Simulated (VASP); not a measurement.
# AlN (Cm) in VASP: single point with r2SCAN

Aim: the single point of AlN with r2SCAN.

All numbers are computed with VASP 6.6.1; they aren't measurements. Logs are shortened: lines on timing, memory, paths and dates and some standing lists are left out, and cuts for length are marked.

## (1) The cell of the first run

It takes space group Cm (No. 8, monoclinic). Conventional cell: a = 5.388 Å, b = 3.111 Å, c = 10.314 Å, α = 90.00°, β = 105.14°, γ = 90.00°. Al (site symmetry m) has 5 N at 1.89 to 2.47 Å within 2.5 Å. Al (site symmetry m) has 4 N at 1.89 to 1.92 Å within 2.5 Å. Within 2.5 Å of Al (site symmetry m) lie 4 N at 1.89 to 1.92 Å. Within 2.5 Å of Al (site symmetry m) lie 4 N at 1.89 to 1.92 Å. N (site symmetry m) has 5 Al at 1.89 to 2.47 Å within 2.5 Å. Within 2.5 Å of N (site symmetry m) lie 4 Al at 1.89 to 1.92 Å. Within 2.5 Å of N (site symmetry m) lie 4 Al at 1.89 to 1.92 Å. N (site symmetry m) has 4 Al at 1.89 to 1.92 Å within 2.5 Å.

## (2) Single point, r2SCAN (the part above a cut slid along it)

POSCAR

```
AlN
1.0
   -3.1110021516      0.0000000000      0.0000000000
   -1.5555010758     -2.6942068945      0.0000000000
   -1.5555010758      0.0000000000      9.9560000000
Al N
4 4
Direct
   -0.1185416667      0.3333333333      0.9037500000
    0.1314583333      0.3333333333      0.4037500000
    0.5897916667      0.6666666667      0.1537500000
    0.3397916667      0.6666666667      0.6537500000
    0.2852083333      0.3333333333      0.0962500000
    0.0352083333      0.3333333333      0.5962500000
    0.4935416667      0.6666666667      0.3462500000
    0.2435416667      0.6666666667      0.8462500000
```

INCAR.step1

```
  PREC = Accurate
  ENCUT = 520
  ISMEAR = 0
  SIGMA = 0.05
  LREAL = False
  LASPH = True
  NELM = 80
  NBANDS = 26
  ISYM = 0
  GGA = PE
  ALGO = Normal
  EDIFF = 1E-4
  LWAVE = True
  LCHARG = False
```

INCAR.step2

```
  PREC = Accurate
  ENCUT = 520
  EDIFF = 1E-6
  ISMEAR = 0
  SIGMA = 0.05
  LREAL = False
  LASPH = True
  NELM = 80
  ALGO = Normal
  ISIF = 2
  LWAVE = False
  LCHARG = False
  METAGGA = R2SCAN
  LMIXTAU = True
  NBANDS = 26
  ISYM = 0
  ISTART = 1
```

KPOINTS

```
regular mesh
0
Gamma
  8 8 3
```

Potentials or basis: VASP PAW PBE potentials, release 64 (Al, N).

Started as:

```bash
> cat potpaw_PBE.64/Al/POTCAR potpaw_PBE.64/N/POTCAR > POTCAR
> cp INCAR.step1 INCAR
> mpirun -np 1 vasp_std > vasp.out
> cp INCAR.step2 INCAR
> mpirun -np 1 vasp_std > vasp.out
```

OUTCAR:

```text
PREC = Accurate
   ENCUT = 520
   EDIFF = 1E-6
   ISMEAR = 0
   LREAL = False
   LASPH = True
   NELM = 80
   ISIF = 2
   METAGGA = R2SCAN
   ISYM = 0
   ISTART = 1

 ion  position               nearest neighbor table
   1  0.881  0.333  0.904-   8 1.89   8 1.89   8 1.89   5 2.47   5 2.47   3 2.65   4 3.07   4 3.07
                             4 3.07
   2  0.131  0.333  0.404-   7 1.89   7 1.89   7 1.89   6 1.92   3 3.07   4 3.07   4 3.07   3 3.07
                             3 3.07   4 3.07
   3  0.590  0.667  0.154-   5 1.89   5 1.89   5 1.89   7 1.92   1 2.65   2 3.07   2 3.07   2 3.07

   4  0.340  0.667  0.654-   6 1.89   6 1.89   6 1.89   8 1.92   2 3.07   1 3.07   1 3.07   2 3.07
                             1 3.07   2 3.07
   5  0.285  0.333  0.096-   3 1.89   3 1.89   3 1.89   1 2.47   1 2.47
   6  0.035  0.333  0.596-   4 1.89   4 1.89   4 1.89   2 1.92
   7  0.494  0.667  0.346-   2 1.89   2 1.89   2 1.89   3 1.92
   8  0.244  0.667  0.846-   1 1.89   1 1.89   1 1.89   4 1.92

IMPORTANT INFORMATION: All symmetrisations will be switched off!
NOSYMM: (Re-)initialisation of all symmetry stuff for point group C_1.

----------------------------------------------------------------------------------------

                                     Primitive cell

  volume of cell :      83.4480

  direct lattice vectors                    reciprocal lattice vectors
    -3.111002152  0.000000000  0.000000000    -0.321439829  0.185583372 -0.050220972
    -1.555501076 -2.694206895  0.000000000     0.000000000 -0.371166744  0.000000000
    -1.555501076  0.000000000  9.956000000     0.000000000  0.000000000  0.100441945

  length of vectors
     3.111002152  3.111002152 10.076781212     0.374548926  0.371166744  0.100441945

  position of ions in fractional coordinates (direct lattice)
     0.881458333  0.333333333  0.903750000
     0.131458333  0.333333333  0.403750000
     0.589791667  0.666666667  0.153750000
     0.339791667  0.666666667  0.653750000
     0.285208333  0.333333333  0.096250000
     0.035208333  0.333333333  0.596250000
     0.493541667  0.666666667  0.346250000
     0.243541667  0.666666667  0.846250000

  ion indices of the primitive-cell ions
   primitive index   ion index
                 1           1
                 2           2
                 3           3
                 4           4
                 5           5
                 6           6
                 7           7
                 8           8

----------------------------------------------------------------------------------------

 KPOINTS: regular mesh

Automatic generation of k-mesh.
 Grid dimensions read from file:
 generate k-points for:    8    8    3

 Generating k-lattice:

  Cartesian coordinates                     Fractional coordinates (reciprocal lattice)
    -0.040179979  0.023197921 -0.006277622     0.125000000  0.000000000  0.000000000
     0.000000000 -0.046395843  0.000000000     0.000000000  0.125000000  0.000000000
     0.000000000  0.000000000  0.033480648     0.000000000  0.000000000  0.333333333

  Length of vectors
     0.046818616  0.046395843  0.033480648

  Shift w.r.t. Gamma in fractional coordinates (k-lattice)
     0.000000000  0.000000000  0.000000000

 -----------------------------------------------------------------------------
|                                                                             |
|           W    W    AA    RRRRR   N    N  II  N    N   GGGG   !!!           |
|           W    W   A  A   R    R  NN   N  II  NN   N  G    G  !!!           |
|           W    W  A    A  R    R  N N  N  II  N N  N  G       !!!           |
|           W WW W  AAAAAA  RRRRR   N  N N  II  N  N N  G  GGG   !            |
|           WW  WW  A    A  R   R   N   NN  II  N   NN  G    G                |
|           W    W  A    A  R    R  N    N  II  N    N   GGGG   !!!           |
|                                                                             |
|     Your reciprocal lattice and k-lattice belong to different lattice       |
|     classes:                                                                |
|                                                                             |
|        The reciprocal lattice is body-centered orthorhombic,                |
|        whereas your k-lattice is base-centered monoclinic.                  |
|                                                                             |
|     Results are often still useful ...                                      |
|                                                                             |
 -----------------------------------------------------------------------------

 WARNING: IBZKPT: internal override: KBLOWUP is changed to .FALSE.
      ... skipping the blow-up phase ...

 Subroutine IBZKPT returns following result:
 ===========================================

 Found     98 irreducible k-points:

 Following reciprocal coordinates:
            Coordinates               Weight
  0.000000  0.000000  0.000000      1.000000
  0.125000  0.000000 -0.000000      2.000000
  0.250000  0.000000 -0.000000      2.000000
  0.375000  0.000000 -0.000000      2.000000
  0.500000  0.000000 -0.000000      1.000000
  0.000000  0.125000  0.000000      2.000000
[... 16 lines left out ...]
  0.125000  0.375000 -0.000000      2.000000
  0.250000  0.375000 -0.000000      2.000000
 [... further k-points ...]
   k-points           NKPTS =     98   k-points in BZ     NKDIM =     98   number of bands    NBANDS=     26
   number of dos      NEDOS =    301   number of ions     NIONS =      8
   total plane-waves  NPLWV =  46080
   dimension x,y,z NGX =    24 NGY =   24 NGZ =   80
   dimension x,y,z NGXF=    48 NGYF=   48 NGZF=  160
   ions per type =               4   4
   NGX,Y,Z   is equivalent  to a cutoff of  12.83, 12.83, 13.20 a.u.
   NGXF,Y,Z  is equivalent  to a cutoff of  25.65, 25.65, 26.40 a.u.
 SYSTEM =  unknown system
   PREC   = accura    normal or accurate (medium, high low for compatibility)
   ISTART =      1    job   : 0-new  1-cont  2-samecut
   ICHARG =      0    charge: 1-file 2-atom 10-const
   ISPIN  =      1    spin polarized calculation?
   LNONCOLLINEAR =      F non collinear calculations
   LSORBIT =      F    spin-orbit coupling
   LASPH  =      T    aspherical Exc in radial PAW
   ENCUT  =  520.0 eV  38.22 Ry    6.18 a.u.   5.78  5.78 18.74*2*pi/ulx,y,z
   NELM   =     80;   NELMIN=  2; NELMDL=  0     # of ELM steps
   EDIFF  = 0.1E-05   stopping-criterion for ELM
   LREAL  =      F    real-space projection
   EDIFFG = 0.1E-04   stopping-criterion for IOM
   NSW    =      0    number of steps for IOM
   IBRION =     -1    ionic relax: 0-MD 1-quasi-New 2-CG
   NFREE  =      0    steps in history (QN), initial steepest desc. (CG)
   ISIF   =      2    stress and relaxation
   ISYM   =      0    0-nonsym 1-usesym 2-fastsym
   POTIM  = 0.5000    time-step for ionic-motion
   TEBEG  =    0.0;   TEEND  =   0.0 temperature during run
   PSTRESS=    0.0 pullay stress
   NELECT =      32.0000    total number of electrons
   NUPDOWN=      -1.0000    fix difference up-down
   EMIN   =  10.00;   EMAX   =-10.00  energy-range for DOS
   EFERMI =   0.00;   METHOD = LEGACY
   ISMEAR =     0;   SIGMA  =   0.05  broadening in eV -4-tet -1-fermi 0-gaus
   EFERMI_NEDOS =   21; number of points for ismear=-14 and -15
   IALGO  =     38    algorithm
   IMIX   =      4    mixing-type and parameters
     AMIX     =   0.40;   BMIX     =  1.00
     AMIX_MAG =   1.60;   BMIX_MAG =  1.00
  volume/ion in A,a.u.               =      10.43        70.39
  Fermi-wavevector in a.u.,A,eV,Ry     =   1.189377  2.247596 19.247033  1.414617
  Thomas-Fermi vector in A             =   2.325485
   LORBIT       =      0    0 simple, 1 ext, 2 COOP (PROOUT), +10 PAW based schemes
   METAGGA = R2SCAN    functional components
   LHFCALC =     F    Hartree Fock is set to
   AEXX    =    0.0000 exact exchange contribution
   IVDW    =     0    specifies the selected vdW correction
   LEPSILON=     F    determine dielectric tensor
   LRPA    =     F    only Hartree local field effects (RPA)
 non-spin polarized calculation
 Gauss-broadening in eV      SIGMA  =   0.05
  energy-cutoff  :      520.00
  volume of cell :       83.45
 maximum number of plane-waves:      2274
   NGX = 11   NGY = 11   NGZ = 37

 number of electron      31.9999997 magnetization

 Free energy of the ion-electron system (eV)
  ---------------------------------------------------
  ext. energy  EPLUGINS =         0.00000000
  ---------------------------------------------------
  free energy    TOTEN  =       -75.28662003 eV

  energy without entropy =      -75.28662003  energy(sigma->0) =      -75.28662003

 E-fermi :   6.7301     XC(G=0): -11.4479

 val. band max:        6.4321529581   @ k =   0.0000   0.0000   0.0000
 cond. band min:      10.1611370825   @ k =   0.5000   0.5000  -0.0000
 fundamental gap:      3.7289841245
 Fermi energy:         6.7300984438

 k-point     1 :       0.0000    0.0000    0.0000
  band No.  band energies     occupation
      1      -9.9991      2.00000
      2      -9.1127      2.00000
      3      -9.0714      2.00000
      4      -7.8289      2.00000
      5      -0.0319      2.00000
      6       2.5795      2.00000
[... 18 lines left out ...]
     25      17.7610      0.00000
     26      17.9277      0.00000

 k-point     2 :       0.1250    0.0000   -0.0000
  band No.  band energies     occupation
      1      -9.7957      2.00000
      2      -9.0120      2.00000
      3      -8.8226      2.00000
      4      -7.7187      2.00000
      5       0.2201      2.00000
      6       2.3557      2.00000
[... 18 lines left out ...]
     25      17.3412      0.00000
     26      18.4133      0.00000

 k-point     3 :       0.2500    0.0000   -0.0000
  band No.  band energies     occupation
      1      -9.2348      2.00000
      2      -8.6066      2.00000
      3      -8.2969      2.00000
      4      -7.4483      2.00000
      5       0.8972      2.00000
      6       1.4993      2.00000
[... 18 lines left out ...]
     25      17.3111      0.00000
     26      18.4058      0.00000

 k-point     4 :       0.3750    0.0000   -0.0000
  band No.  band energies     occupation
      1      -8.5043      2.00000
      2      -8.0425      2.00000
      3      -7.7659      2.00000
      4      -7.2028      2.00000
      5       0.2204      2.00000
      6       0.9852      2.00000
[... 18 lines left out ...]
     25      18.0070      0.00000
     26      18.4994      0.00000
[... 496 lines left out ...]
      1      -8.5175      2.00000
      2      -7.9597      2.00000
      3      -7.8711      2.00000
      4      -7.2496      2.00000
      5       0.7690      2.00000
      6       0.8491      2.00000
[... 18 lines left out ...]
     25      18.1559      0.00000
     26      18.5710      0.00000

 k-point    23 :       0.1250    0.3750   -0.0000
  band No.  band energies     occupation
      1      -8.7655      2.00000
      2      -8.1941      2.00000
      3      -7.9816      2.00000
      4      -7.2876      2.00000
      5       1.2643      2.00000
      6       1.3600      2.00000
[... 18 lines left out ...]
     25      17.5292      0.00000
     26      17.9834      0.00000

 k-point    24 :       0.2500    0.3750   -0.0000
  band No.  band energies     occupation
      1      -8.7514      2.00000
      2      -8.2658      2.00000
      3      -7.8933      2.00000
      4      -7.2880      2.00000
      5       0.9361      2.00000
      6       1.3450      2.00000
[... 18 lines left out ...]
     25      17.4134      0.00000
     26      17.8843      0.00000

 [... further k-points ...]

------------------------ aborting loop because EDIFF is reached ----------------------------------------

  FORCE on cell =-STRESS in cart. coord.  units (eV):
  Direction    XX          YY          ZZ          XY          YZ          ZX
  --------------------------------------------------------------------------------------
  -------------------------------------------------------------------------------------
  Total       -5.7839189     -0.1231702      2.6218660      0.0000037      1.3908502     -0.0002511
  in kB     -111.0495077     -2.3648315     50.3390398      0.0000708     26.7039056     -0.0048210
  external PRESSURE =     -21.0250998 kB  Pullay stress =       0.0000000 kB

 VOLUME and BASIS-vectors are now :
 -----------------------------------------------------------------------------
  energy-cutoff  :      520.00
  volume of cell :       83.45
      direct lattice vectors                 reciprocal lattice vectors
    -3.111002152  0.000000000  0.000000000    -0.321439829  0.185583372 -0.050220972
    -1.555501076 -2.694206895  0.000000000     0.000000000 -0.371166744  0.000000000
    -1.555501076  0.000000000  9.956000000     0.000000000  0.000000000  0.100441945

 POSITION                                       TOTAL-FORCE (eV/Angst)
 -----------------------------------------------------------------------------------
     -4.66650     -0.89807      8.99774        -0.000042      0.533056     -0.215776
     -1.55550     -0.89807      4.01974        -0.000002     -0.000381      0.103725
     -3.11100     -1.79614      1.53074         0.000025     -0.513451      1.514798
     -3.11100     -1.79614      6.50874         0.000004     -0.088279      0.064725
     -1.55550     -0.89807      0.95826         0.000019      0.782246     -0.293430
     -1.55550     -0.89807      5.93626         0.000014     -0.031415     -0.173483
     -3.11100     -1.79614      3.44726         0.000004      0.076483     -0.129928
     -3.11100     -1.79614      8.42526        -0.000021     -0.758258     -0.870631
 -----------------------------------------------------------------------------------
    total drift:                                0.001328     -0.000069     -0.010040

  FREE ENERGIE OF THE ION-ELECTRON SYSTEM (eV)
  ---------------------------------------------------
  free  energy   TOTEN  =       -75.2866200258 eV

  energy  without entropy=      -75.2866200258  energy(sigma->0) =      -75.28662003
```

Run time: 17 min. Hardware: 1 thread of Intel Xeon 8259CL, shared host; peak memory 0.31 GiB.

Results:

```yaml
Free_energy: -75.2866 eV
Pressure: -2.1 GPa
Largest_force: 1.599 eV/Å
Band_gap_on_the_k_mesh: 3.73 eV (least direct gap 3.74 eV)
```

Forces in eV/Å, atoms in the order of the input:
```
Al   0.000  0.533 -0.216
Al   0.000  0.000  0.104
Al   0.000 -0.513  1.515
Al   0.000 -0.088  0.065
N    0.000  0.782 -0.293
N    0.000 -0.031 -0.173
N    0.000  0.076 -0.130
N    0.000 -0.758 -0.871
```

Caveat: the cell differs from its parent crystal (the part above a cut slid along it); the stress differs along the axes, from -11 to 5 GPa; the PAW data sets were made with another functional, which shifts forces and pressure a little. A k mesh can miss the band edges.
